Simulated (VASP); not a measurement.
# ZnSe (I-4m2) in VASP: single point with LDA

Aim: the single point of ZnSe with LDA.

Program: VASP 6.6.1. These are calculated values, not measurements. Logs are shortened: lines on timing, memory, paths and dates and some standing lists are left out, and cuts for length are marked.

## (1) The cell of the first run

Symmetry: I-4m2, No. 119, tetragonal system. Conventional cell: a = 3.943 Å, b = 3.943 Å, c = 5.855 Å, α = 90.00°, β = 90.00°, γ = 90.00°. Within 3.2 Å of Zn (site symmetry -4m2) lie 4 Se at 2.46 Å. Within 3.2 Å of Se (site symmetry -4m2) lie 4 Zn at 2.46 Å.

## (2) Single point, LDA

File INCAR:

```
SYSTEM = ZnSe
ALGO = Normal
EDIFF = 1E-6
ENCUT = 520
GGA = CA
ISIF = 2
ISMEAR = 0
LASPH = .TRUE.
LCHARG = .FALSE.
LREAL = .FALSE.
LWAVE = .FALSE.
NBANDS = 16
NELM = 100
PREC = Accurate
SIGMA = 0.05
```

File KPOINTS:

```
k-points
0
G
  10 10 10
  0 0 0
```

File POSCAR:

```
ZnSe
1.0
    0.0000000000      2.7880855544      2.9274898321
    2.7880855544      0.0000000000      2.9274898321
    2.7880855544      2.7880855544      0.0000000000
Zn Se
1 1
Direct
    0.0000000000      0.0000000000      0.0000000000
    0.7500000000      0.7500000000      0.7500000000
```

Potentials or basis: VASP PAW LDA potentials, release 64 (Zn, Se).

Started as:

```bash
cat potpaw_LDA.64/Zn/POTCAR potpaw_LDA.64/Se/POTCAR > POTCAR
mpirun -np 1 vasp_std > vasp.out
```

OUTCAR:

```text
SYSTEM = ZnSe
   EDIFF = 1E-6
   ENCUT = 520
   GGA = CA
   ISIF = 2
   ISMEAR = 0
   LASPH = .TRUE.
   LREAL = .FALSE.
   NELM = 100
   PREC = Accurate

 ion  position               nearest neighbor table
   1  0.000  0.000  0.000-   2 2.46   2 2.46   2 2.46   2 2.46
   2  0.750  0.750  0.750-   1 2.46   1 2.46   1 2.46   1 2.46

  LATTYP: Found a body centered tetragonal cell.
 ALAT       =     3.9429484041
 C/A-ratio  =     1.4849242405

  Lattice vectors:

 A1 = (  -2.7880855544,   0.0000000000,   2.9274898321)
 A2 = (   2.7880855544,   0.0000000000,   2.9274898321)
 A3 = (   0.0000000000,   2.7880855544,  -2.9274898321)

Analysis of symmetry for initial positions (statically):
=====================================================================
 Subroutine PRICEL returns:
 Original cell was already a primitive cell.

 Routine SETGRP: Setting up the symmetry group for a
 body centered tetragonal supercell.

 Subroutine GETGRP returns: Found  8 space group operations
 (whereof  8 operations were pure point group operations)
 out of a pool of 16 trial point group operations.

The static configuration has the point symmetry D_2d.

Analysis of symmetry for dynamics (positions and initial velocities):
=====================================================================
 Subroutine PRICEL returns:
 Original cell was already a primitive cell.

 Routine SETGRP: Setting up the symmetry group for a
 body centered tetragonal supercell.

 Subroutine GETGRP returns: Found  8 space group operations
 (whereof  8 operations were pure point group operations)
 out of a pool of 16 trial point group operations.

The dynamic configuration has the point symmetry D_2d.

 Subroutine INISYM returns: Found  8 space group operations
 (whereof  8 operations are pure point group operations),
 and found     1 'primitive' translations

----------------------------------------------------------------------------------------

                                     Primitive cell

  volume of cell :      45.5132

  direct lattice vectors                    reciprocal lattice vectors
     0.000000000  2.788085554  2.927489832    -0.179334526  0.179334526  0.170794786
     2.788085554  0.000000000  2.927489832     0.179334526 -0.179334526  0.170794786
     2.788085554  2.788085554  0.000000000     0.179334526  0.179334526 -0.170794786

  length of vectors
     4.042724054  4.042724054  3.942948404     0.305765602  0.305765602  0.305765602

  position of ions in fractional coordinates (direct lattice)
     0.000000000  0.000000000  0.000000000
     0.750000000  0.750000000  0.750000000

  ion indices of the primitive-cell ions
   primitive index   ion index
                 1           1
                 2           2

----------------------------------------------------------------------------------------

 KPOINTS: k-points

Automatic generation of k-mesh.
 Grid dimensions read from file:
 generate k-points for:   10   10   10

 Generating k-lattice:

  Cartesian coordinates                     Fractional coordinates (reciprocal lattice)
    -0.017933453  0.017933453  0.017079479     0.100000000  0.000000000  0.000000000
     0.017933453 -0.017933453  0.017079479     0.000000000  0.100000000  0.000000000
     0.017933453  0.017933453 -0.017079479    -0.000000000 -0.000000000  0.100000000

  Length of vectors
     0.030576560  0.030576560  0.030576560

  Shift w.r.t. Gamma in fractional coordinates (k-lattice)
     0.000000000  0.000000000  0.000000000

 Subroutine IBZKPT returns following result:
 ===========================================

 Found    102 irreducible k-points:

 Following reciprocal coordinates:
            Coordinates               Weight
  0.000000  0.000000  0.000000      1.000000
  0.100000 -0.000000  0.000000      8.000000
  0.200000 -0.000000  0.000000      8.000000
  0.300000  0.000000  0.000000      8.000000
  0.400000 -0.000000  0.000000      8.000000
  0.500000 -0.000000  0.000000      4.000000
[... 16 lines left out ...]
  0.300000  0.300000  0.000000      2.000000
  0.400000  0.300000  0.000000      8.000000
 [... further k-points ...]
   k-points           NKPTS =    102   k-points in BZ     NKDIM =    102   number of bands    NBANDS=     16
   number of dos      NEDOS =    301   number of ions     NIONS =      2
   total plane-waves  NPLWV =  27000
   dimension x,y,z NGX =    30 NGY =   30 NGZ =   30
   dimension x,y,z NGXF=    60 NGYF=   60 NGZF=   60
   ions per type =               1   1
   NGX,Y,Z   is equivalent  to a cutoff of  12.34, 12.34, 12.65 a.u.
   NGXF,Y,Z  is equivalent  to a cutoff of  24.67, 24.67, 25.30 a.u.
 SYSTEM =  ZnSe
   PREC   = accura    normal or accurate (medium, high low for compatibility)
   ISTART =      0    job   : 0-new  1-cont  2-samecut
   ICHARG =      2    charge: 1-file 2-atom 10-const
   ISPIN  =      1    spin polarized calculation?
   LNONCOLLINEAR =      F non collinear calculations
   LSORBIT =      F    spin-orbit coupling
   LASPH  =      T    aspherical Exc in radial PAW
   ENCUT  =  520.0 eV  38.22 Ry    6.18 a.u.   7.52  7.52  7.33*2*pi/ulx,y,z
   NELM   =    100;   NELMIN=  2; NELMDL= -5     # of ELM steps
   EDIFF  = 0.1E-05   stopping-criterion for ELM
   LREAL  =      F    real-space projection
   EDIFFG = 0.1E-04   stopping-criterion for IOM
   NSW    =      0    number of steps for IOM
   IBRION =     -1    ionic relax: 0-MD 1-quasi-New 2-CG
   NFREE  =      0    steps in history (QN), initial steepest desc. (CG)
   ISIF   =      2    stress and relaxation
   ISYM   =      2    0-nonsym 1-usesym 2-fastsym
   POTIM  = 0.5000    time-step for ionic-motion
   TEBEG  =    0.0;   TEEND  =   0.0 temperature during run
   PSTRESS=    0.0 pullay stress
   NELECT =      18.0000    total number of electrons
   NUPDOWN=      -1.0000    fix difference up-down
   EMIN   =  10.00;   EMAX   =-10.00  energy-range for DOS
   EFERMI =   0.00;   METHOD = LEGACY
   ISMEAR =     0;   SIGMA  =   0.05  broadening in eV -4-tet -1-fermi 0-gaus
   EFERMI_NEDOS =   21; number of points for ismear=-14 and -15
   IALGO  =     38    algorithm
   IMIX   =      4    mixing-type and parameters
     AMIX     =   0.40;   BMIX     =  1.00
     AMIX_MAG =   1.60;   BMIX_MAG =  1.00
  volume/ion in A,a.u.               =      22.76       153.57
  Fermi-wavevector in a.u.,A,eV,Ry     =   1.201673  2.270834 19.647073  1.444019
  Thomas-Fermi vector in A             =   2.337476
   LORBIT       =      0    0 simple, 1 ext, 2 COOP (PROOUT), +10 PAW based schemes
   GGA     = CA    functional components
   LHFCALC =     F    Hartree Fock is set to
   AEXX    =    0.0000 exact exchange contribution
   IVDW    =     0    specifies the selected vdW correction
   LEPSILON=     F    determine dielectric tensor
   LRPA    =     F    only Hartree local field effects (RPA)
 non-spin polarized calculation
 Gauss-broadening in eV      SIGMA  =   0.05
  energy-cutoff  :      520.00
  volume of cell :       45.51
 maximum number of plane-waves:      1263
   NGX = 15   NGY = 15   NGZ = 15

 number of electron      18.0000004 magnetization

 Free energy of the ion-electron system (eV)
  ---------------------------------------------------
  ext. energy  EPLUGINS =         0.00000000
  ---------------------------------------------------
  free energy    TOTEN  =        -7.34184332 eV

  energy without entropy =       -7.34184332  energy(sigma->0) =       -7.34184332

 E-fermi :   1.7716     XC(G=0):  -9.7009

 val. band max:        1.5703926159   @ k =   0.0000   0.0000   0.0000
 cond. band min:       2.5638881827   @ k =   0.0000   0.0000   0.0000
 fundamental gap:      0.9934955669
 Fermi energy:         1.7715977363

 k-point     1 :       0.0000    0.0000    0.0000
  band No.  band energies     occupation
      1     -11.7787      2.00000
      2      -5.1821      2.00000
      3      -5.1599      2.00000
      4      -5.1599      2.00000
      5      -4.8158      2.00000
      6      -4.8060      2.00000
[... 8 lines left out ...]
     15      12.4776      0.00000
     16      13.4343      0.00000

 k-point     2 :       0.1000   -0.0000    0.0000
  band No.  band energies     occupation
      1     -11.7131      2.00000
      2      -5.1746      2.00000
      3      -5.1540      2.00000
      4      -5.1494      2.00000
      5      -4.8160      2.00000
      6      -4.8077      2.00000
[... 8 lines left out ...]
     15      11.9848      0.00000
     16      12.6787      0.00000

 k-point     3 :       0.2000   -0.0000    0.0000
  band No.  band energies     occupation
      1     -11.5324      2.00000
      2      -5.1504      2.00000
      3      -5.1290      2.00000
      4      -5.1231      2.00000
      5      -4.8139      2.00000
      6      -4.8105      2.00000
[... 8 lines left out ...]
     15      12.0486      0.00000
     16      12.3541      0.00000

 k-point     4 :       0.3000    0.0000    0.0000
  band No.  band energies     occupation
      1     -11.2889      2.00000
      2      -5.1187      2.00000
      3      -5.0942      2.00000
      4      -5.0484      2.00000
      5      -4.8091      2.00000
      6      -4.8049      2.00000
[... 8 lines left out ...]
     15      12.2271      0.00000
     16      12.3088      0.00000

 k-point     5 :       0.4000   -0.0000    0.0000
  band No.  band energies     occupation
      1     -11.0717      2.00000
      2      -5.1020      2.00000
      3      -5.0750      2.00000
      4      -4.8560      2.00000
      5      -4.8029      2.00000
      6      -4.7875      2.00000
[... 8 lines left out ...]
     15      13.2497      0.00000
     16      13.5133      0.00000

 k-point     6 :       0.5000   -0.0000    0.0000
  band No.  band energies     occupation
      1     -10.9830      2.00000
      2      -5.0971      2.00000
      3      -5.0689      2.00000
      4      -4.7991      2.00000
      5      -4.7892      2.00000
      6      -4.6519      2.00000
[... 8 lines left out ...]
     15      14.3671      0.00000
     16      14.6698      0.00000

 k-point     7 :       0.1000    0.1000    0.0000
  band No.  band energies     occupation
      1     -11.6962      2.00000
      2      -5.1860      2.00000
      3      -5.1407      2.00000
      4      -5.1407      2.00000
      5      -4.8239      2.00000
      6      -4.8023      2.00000
[... 8 lines left out ...]
     15      11.9629      0.00000
     16      13.5647      0.00000

 k-point     8 :       0.2000    0.1000    0.0000
  band No.  band energies     occupation
      1     -11.5580      2.00000
      2      -5.1763      2.00000
      3      -5.1163      2.00000
      4      -5.1146      2.00000
      5      -4.8294      2.00000
      6      -4.7999      2.00000
[... 8 lines left out ...]
     15      12.9383      0.00000
     16      13.1336      0.00000

 k-point     9 :       0.3000    0.1000    0.0000
  band No.  band energies     occupation
      1     -11.3364      2.00000
      2      -5.1371      2.00000
      3      -5.0839      2.00000
      4      -5.0682      2.00000
      5      -4.8254      2.00000
      6      -4.7980      2.00000
[... 8 lines left out ...]
     15      12.9305      0.00000
     16      13.0370      0.00000
[... 172 lines left out ...]
 k-point    19 :       0.5000    0.2000    0.0000
  band No.  band energies     occupation
      1     -10.9164      2.00000
      2      -5.0906      2.00000
      3      -5.0171      2.00000
      4      -4.8659      2.00000
      5      -4.7925      2.00000
      6      -4.6898      2.00000
[... 8 lines left out ...]
     15      14.3874      0.00000
     16      14.5917      0.00000

 k-point    20 :      -0.4000    0.2000    0.0000
  band No.  band energies     occupation
      1     -10.8844      2.00000
      2      -5.0843      2.00000
      3      -5.0242      2.00000
      4      -4.8345      2.00000
      5      -4.8072      2.00000
      6      -4.6232      2.00000
[... 8 lines left out ...]
     15      12.9541      0.00000
     16      14.1908      0.00000

 k-point    21 :      -0.3000    0.2000    0.0000
  band No.  band energies     occupation
      1     -10.9967      2.00000
      2      -5.0861      2.00000
      3      -5.0465      2.00000
      4      -4.9163      2.00000
      5      -4.8223      2.00000
      6      -4.7313      2.00000
[... 8 lines left out ...]
     15      13.3576      0.00000
     16      14.7816      0.00000

 k-point    22 :      -0.2000    0.2000    0.0000
  band No.  band energies     occupation
      1     -11.1968      2.00000
      2      -5.1044      2.00000
      3      -5.0789      2.00000
      4      -5.0428      2.00000
      5      -4.8274      2.00000
      6      -4.7718      2.00000
[... 8 lines left out ...]
     15      13.4222      0.00000
     16      14.2851      0.00000

 k-point    23 :       0.3000    0.3000    0.0000
  band No.  band energies     occupation
      1     -11.1595      2.00000
      2      -5.1709      2.00000
      3      -5.0128      2.00000
      4      -5.0128      2.00000
      5      -4.8411      2.00000
      6      -4.7804      2.00000
[... 8 lines left out ...]
     15      14.5584      0.00000
     16      15.7915      0.00000

 k-point    24 :       0.4000    0.3000    0.0000
  band No.  band energies     occupation
      1     -10.9917      2.00000
      2      -5.1361      2.00000
      3      -4.9814      2.00000
      4      -4.9719      2.00000
      5      -4.8009      2.00000
      6      -4.7774      2.00000
[... 8 lines left out ...]
     15      14.9867      0.00000
     16      15.9070      0.00000

 [... further k-points ...]

------------------------ aborting loop because EDIFF is reached ----------------------------------------

  FORCE on cell =-STRESS in cart. coord.  units (eV):
  Direction    XX          YY          ZZ          XY          YZ          ZX
  --------------------------------------------------------------------------------------
  -------------------------------------------------------------------------------------
  Total       -0.6923748     -0.6923748     -1.2864166      0.0000000      0.0000000      0.0000000
  in kB      -24.3732959    -24.3732959    -45.2850263      0.0000000      0.0000000      0.0000000
  external PRESSURE =     -31.3438727 kB  Pullay stress =       0.0000000 kB

 VOLUME and BASIS-vectors are now :
 -----------------------------------------------------------------------------
  energy-cutoff  :      520.00
  volume of cell :       45.51
      direct lattice vectors                 reciprocal lattice vectors
     0.000000000  2.788085554  2.927489832    -0.179334526  0.179334526  0.170794786
     2.788085554  0.000000000  2.927489832     0.179334526 -0.179334526  0.170794786
     2.788085554  2.788085554  0.000000000     0.179334526  0.179334526 -0.170794786

 POSITION                                       TOTAL-FORCE (eV/Angst)
 -----------------------------------------------------------------------------------
      0.00000      0.00000      0.00000        -0.000000     -0.000000      0.000000
      4.18213      4.18213      4.39123         0.000000      0.000000     -0.000000
 -----------------------------------------------------------------------------------
    total drift:                                0.000001      0.000001      0.000000

  FREE ENERGIE OF THE ION-ELECTRON SYSTEM (eV)
  ---------------------------------------------------
  free  energy   TOTEN  =        -7.3418433223 eV

  energy  without entropy=       -7.3418433223  energy(sigma->0) =       -7.34184332
```

It took 91 s on 1 thread of AMD EPYC 7R13, shared host; peak memory 0.18 GiB.

What came out:

```yaml
Free_energy: -7.3418 eV
Pressure: -3.1 GPa
Band_gap_on_the_k_mesh: 0.99 eV
```

Levels at points of the mesh, in eV from the valence-band top:
| k point | band 6 | band 7 | band 8 | band 9 | band 10 | band 11 | band 12 | band 13 |
| --- | --- | --- | --- | --- | --- | --- | --- | --- |
| (0.00, 0.00, 0.00) | -6.38 | -0.20 | 0.00 | 0.00 | 0.99 | 5.65 | 5.65 | 5.67 |
| (0.50, 0.00, 0.00) | -6.22 | -5.35 | -1.09 | -0.79 | 2.28 | 6.07 | 6.42 | 8.30 |
| (0.50, 0.50, 0.00) | -6.24 | -5.08 | -2.08 | -2.08 | 2.90 | 3.57 | 10.14 | 11.04 |
| (0.50, 0.00, 0.50) | -6.18 | -4.79 | -2.39 | -2.30 | 2.68 | 3.12 | 10.57 | 10.67 |

Caveat: the cell stands under tension.
